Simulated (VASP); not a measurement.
# LiF (I4/mmm) in VASP: notebook, part 2 of 2

VASP 6.6.1. Earlier steps stand in the parts before.

### 3 Single point, r2SCAN (epitaxial xy strain -0.5%)

Contents of POSCAR:

```
LiF
1.0
    0.0000000000      1.9848973817      2.0013784472
    1.9848973817      0.0000000000      2.0013784472
    1.9848973817      1.9848973817      0.0000000000
Li F
1 1
Direct
    0.0000000000      0.0000000000      0.0000000000
    0.5000000000      0.5000000000      0.5000000000
```

Contents of INCAR.step1:

```
SYSTEM = LiF
PREC = Accurate ; ENCUT = 520
ISMEAR = 0 ; SIGMA = 0.01
LREAL = .FALSE. ; LASPH = .TRUE.
NELM = 60 ; NBANDS = 12
GGA = PE ; ALGO = Normal
EDIFF = 1E-4 ; LWAVE = .TRUE.
LCHARG = .FALSE.
```

Contents of INCAR.step2:

```
SYSTEM = LiF
PREC = Accurate ; ENCUT = 520
EDIFF = 1E-7 ; ISMEAR = 0
SIGMA = 0.01 ; LREAL = .FALSE.
LASPH = .TRUE. ; NELM = 60
ALGO = Normal ; ISIF = 2
LWAVE = .FALSE. ; LCHARG = .FALSE.
METAGGA = R2SCAN ; LMIXTAU = .TRUE.
NBANDS = 12 ; ISTART = 1
```

Contents of KPOINTS:

```
regular mesh
0
G
  10 10 10
  0 0 0
```

Potentials or basis: VASP PAW PBE potentials, release 64 (Li_sv, F).

Started as:

```
$ cat potpaw_PBE.64/Li_sv/POTCAR potpaw_PBE.64/F/POTCAR > POTCAR
$ cp INCAR.step1 INCAR
$ mpirun -np 1 vasp_std > vasp.out
$ cp INCAR.step2 INCAR
$ mpirun -np 1 vasp_std > vasp.out
```

Run time: 1.9 min. Hardware: 1 thread of Intel Xeon 6975P-C, shared host; peak memory 0.15 GiB.

Results (log left out):

```yaml
Free_energy: -11.9029 eV
Band_gap_on_the_k_mesh: 10.60 eV, direct
```

Levels at points of the mesh, in eV from the valence-band top:
```csv
k point,band 2,band 3,band 4,band 5,band 6,band 7,band 8,band 9
"(0.00, 0.00, 0.00)",-21.21,-0.02,-0.02,0.00,10.60,25.78,25.85,25.85
"(0.50, 0.00, 0.00)",-20.77,-2.61,-0.28,-0.26,12.02,18.57,20.64,20.81
"(0.50, 0.50, 0.00)",-20.49,-3.18,-1.06,-1.06,16.30,17.69,19.56,22.44
"(0.50, 0.00, 0.50)",-20.48,-3.17,-1.11,-1.06,16.46,17.57,19.56,22.24
```

Caveat: the cell differs from its parent crystal (epitaxial xy strain -0.5%); the cutoff is under 1.25 times the usual one of these potentials, so pressure, stress and relaxed cells hold a basis-set (Pulay) error; the PAW data sets were made with another functional, which shifts forces and pressure a little. A k mesh can miss the band edges.

### 4 Single point, r2SCAN (uniaxial x strain +0.5%)

Contents of POSCAR:

```
LiF
1.0
    0.0000000000      1.9948717404      1.9948717404
    2.0048460991      0.0000000000      1.9948717404
    2.0048460991      1.9948717404      0.0000000000
Li F
1 1
Direct
    0.0000000000      0.0000000000      0.0000000000
    0.5000000000      0.5000000000      0.5000000000
```

Contents of INCAR.step1:

```
PREC = Accurate
ENCUT = 520
ISMEAR = 0
SIGMA = 0.01
LREAL = F
LASPH = T
NELM = 100
NBANDS = 12
GGA = PE
ALGO = Normal
EDIFF = 1E-4
LWAVE = T
LCHARG = F
```

Contents of INCAR.step2:

```
PREC = Accurate
ENCUT = 520
EDIFF = 1E-7
ISMEAR = 0
SIGMA = 0.01
LREAL = F
LASPH = T
NELM = 100
ALGO = Normal
ISIF = 2
LWAVE = F
LCHARG = F
METAGGA = R2SCAN
LMIXTAU = T
NBANDS = 12
ISTART = 1
```

Contents of KPOINTS:

```
Automatic mesh
0
Gamma
  10 10 10
```

Potentials or basis: VASP PAW PBE potentials, release 64 (Li_sv, F).

Started as:

```
$ cat potpaw_PBE.64/Li_sv/POTCAR potpaw_PBE.64/F/POTCAR > POTCAR
$ cp INCAR.step1 INCAR
$ mpirun -np 1 vasp_std > vasp.out
$ cp INCAR.step2 INCAR
$ mpirun -np 1 vasp_std > vasp.out
```

OUTCAR:

```text
PREC = Accurate
   ENCUT = 520
   EDIFF = 1E-7
   ISMEAR = 0
   LREAL = F
   LASPH = T
   NELM = 100
   ISIF = 2
   METAGGA = R2SCAN
   ISTART = 1

 ion  position               nearest neighbor table
   1  0.000  0.000  0.000-   2 1.99   2 1.99   2 1.99   2 1.99   2 2.00   2 2.00
   2  0.500  0.500  0.500-   1 1.99   1 1.99   1 1.99   1 1.99   1 2.00   1 2.00

  LATTYP: Found a body centered tetragonal cell.
 ALAT       =     2.8211746705
 C/A-ratio  =     1.4212846302

  Lattice vectors:
[... 538 lines left out ...]
      5      -2.2935      2.00000
      6      13.0362      0.00000
      7      16.5094      0.00000
      8      18.9860      0.00000
      9      20.5686      0.00000
     10      21.5782      0.00000
     11      34.7248      0.00000
     12      35.3271      0.00000

 [... further k-points ...]
[... 5 lines left out ...]
  --------------------------------------------------------------------------------------
  -------------------------------------------------------------------------------------
  Total       -0.1558924     -0.1024605     -0.1024605      0.0000000      0.0000000     -0.0000000
  in kB      -15.6528932    -10.2878868    -10.2878868      0.0000000      0.0000000     -0.0000000
  external PRESSURE =     -12.0762222 kB  Pullay stress =       0.0000000 kB

 VOLUME and BASIS-vectors are now :
 -----------------------------------------------------------------------------
  energy-cutoff  :      520.00
  volume of cell :       15.96
      direct lattice vectors                 reciprocal lattice vectors
     0.000000000  1.994871740  1.994871740    -0.249395702  0.250642680  0.250642680
     2.004846099  0.000000000  1.994871740     0.249395702 -0.250642680  0.250642680
     2.004846099  1.994871740  0.000000000     0.249395702  0.250642680 -0.250642680

 POSITION                                       TOTAL-FORCE (eV/Angst)
 -----------------------------------------------------------------------------------
      0.00000      0.00000      0.00000         0.000000      0.000000      0.000000
      2.00485      1.99487      1.99487         0.000000     -0.000000     -0.000000
 -----------------------------------------------------------------------------------
    total drift:                               -0.000000     -0.000000      0.000000

  FREE ENERGIE OF THE ION-ELECTRON SYSTEM (eV)
  ---------------------------------------------------
  free  energy   TOTEN  =       -11.9028591927 eV

  energy  without entropy=      -11.9028591927  energy(sigma->0) =      -11.90285919
```

OUTCAR.step1:

```text
PREC = Accurate
   ENCUT = 520
   ISMEAR = 0
   LREAL = F
   LASPH = T
[... 584 lines left out ...]
 -----------------------------------------------------------------------------------
      0.00000      0.00000      0.00000        -0.000000     -0.000000      0.000000
      2.00485      1.99487      1.99487         0.000000      0.000000     -0.000000
 -----------------------------------------------------------------------------------
    total drift:                               -0.000000     -0.000000      0.000000

  FREE ENERGIE OF THE ION-ELECTRON SYSTEM (eV)
  ---------------------------------------------------
  free  energy   TOTEN  =        -9.6300077791 eV

  energy  without entropy=       -9.6300077791  energy(sigma->0) =       -9.63000778
```

Wall time 2.1 min (1 thread of Intel Xeon 6975P-C, shared host); peak memory 0.15 GiB.

What came out:

```
Free energy            : -11.9029 eV
Band gap on the k mesh : 10.50 eV, direct
```

Caveat: the cell differs from its parent crystal (uniaxial x strain +0.5%); the cutoff is under 1.25 times the usual one of these potentials, so pressure, stress and relaxed cells hold a basis-set (Pulay) error; the PAW data sets were made with another functional, which shifts forces and pressure a little. A k mesh can miss the band edges.

### 5 Single point, r2SCAN (uniaxial z strain +3.0%)

Contents of POSCAR:

```
LiF
1.0
    0.0000000000      1.9948717404      2.0547178926
    1.9948717404      0.0000000000      2.0547178926
    1.9948717404      1.9948717404      0.0000000000
Li F
1 1
Direct
    0.0000000000      0.0000000000      0.0000000000
    0.5000000000      0.5000000000      0.5000000000
```

Contents of INCAR.step1:

```
PREC     = Accurate       # precision mode
ENCUT    = 520            # plane-wave cutoff, eV
ISMEAR   = 0              # smearing method
SIGMA    = 0.01           # smearing width, eV
LREAL    = F              # projectors in reciprocal space
LASPH    = T              # aspherical terms in the spheres
NELM     = 100            # most SCF steps
NBANDS   = 12             # bands
GGA      = PE             # functional
ALGO     = Normal         # electronic algorithm
EDIFF    = 1E-4           # SCF threshold, eV
LWAVE    = T              # write WAVECAR
LCHARG   = F              # write CHGCAR
```

Contents of INCAR.step2:

```
PREC     = Accurate       # precision mode
ENCUT    = 520            # plane-wave cutoff, eV
EDIFF    = 1E-6           # SCF threshold, eV
ISMEAR   = 0              # smearing method
SIGMA    = 0.01           # smearing width, eV
LREAL    = F              # projectors in reciprocal space
LASPH    = T              # aspherical terms in the spheres
NELM     = 100            # most SCF steps
ALGO     = Normal         # electronic algorithm
ISIF     = 2              # what is computed and relaxed
LWAVE    = F              # write WAVECAR
LCHARG   = F              # write CHGCAR
METAGGA  = R2SCAN         # meta-GGA
LMIXTAU  = T            
NBANDS   = 12             # bands
ISTART   = 1
```

KPOINTS is that of step 4.

Started as:

```
$ cat potpaw_PBE.64/Li_sv/POTCAR potpaw_PBE.64/F/POTCAR > POTCAR
$ cp INCAR.step1 INCAR
$ mpirun -np 1 vasp_std > vasp.out
$ cp INCAR.step2 INCAR
$ mpirun -np 1 vasp_std > vasp.out
```

Run time: 1.7 min. Hardware: 1 thread of Intel Xeon 6975P-C, shared host; peak memory 0.15 GiB.

It converged, with:

| Quantity | Value |
| --- | --- |
| Free energy | -11.8967 eV |
| Band gap on the k mesh | 10.21 eV, direct |

Levels at points of the mesh, in eV from the valence-band top:
| k point | band 3 | band 4 | band 5 | band 6 | band 7 | band 8 |
| --- | --- | --- | --- | --- | --- | --- |
| (0.00, 0.00, 0.00) | -0.06 | -0.06 | 0.00 | 10.21 | 25.28 | 25.52 |
| (0.50, 0.00, 0.00) | -2.53 | -0.31 | -0.25 | 11.79 | 18.08 | 20.11 |
| (0.50, 0.50, 0.00) | -3.05 | -0.99 | -0.99 | 15.64 | 17.68 | 19.04 |
| (0.50, 0.00, 0.50) | -3.03 | -1.17 | -0.98 | 16.20 | 17.27 | 19.07 |

Caveat: the cell differs from its parent crystal (uniaxial z strain +3.0%); the cutoff is under 1.25 times the usual one of these potentials, so pressure, stress and relaxed cells hold a basis-set (Pulay) error; the PAW data sets were made with another functional, which shifts forces and pressure a little. A k mesh can miss the band edges.

### 6 Overview

| level | cell | smearing | gap on the mesh (eV) |
| --- | --- | --- | --- |
| PBE | a = 2.864, b = 2.864, c = 2.821 Å, angles 60.5, 60.5, 59.0°, 2 atoms | fermi-dirac 0.02 eV | 9.04 |
| r2SCAN | a = 2.819, b = 2.819, c = 2.807 Å, angles 60.1, 60.1, 59.7°, 2 atoms | gaussian 0.01 eV | 10.60 |
| r2SCAN | a = 2.821, b = 2.828, c = 2.828 Å, angles 59.8, 60.1, 60.1°, 2 atoms | gaussian 0.01 eV | 10.50 |
| r2SCAN | a = 2.864, b = 2.864, c = 2.821 Å, angles 60.5, 60.5, 59.0°, 2 atoms | gaussian 0.01 eV | 10.21 |

Alike in all rows: task single point; potentials or basis VASP PAW PBE potentials, release 64 (Li_sv, F); no spin polarisation; k mesh 10 × 10 × 10; cutoff (eV) 520.

Caveats: the cutoff is under 1.25 times the usual one of these potentials, so pressure, stress and relaxed cells hold a basis-set (Pulay) error; the PAW data sets were made with another functional, which shifts forces and pressure a little (some runs).

Total energies depend on the potentials used, so only differences within one code and one set of settings carry meaning.
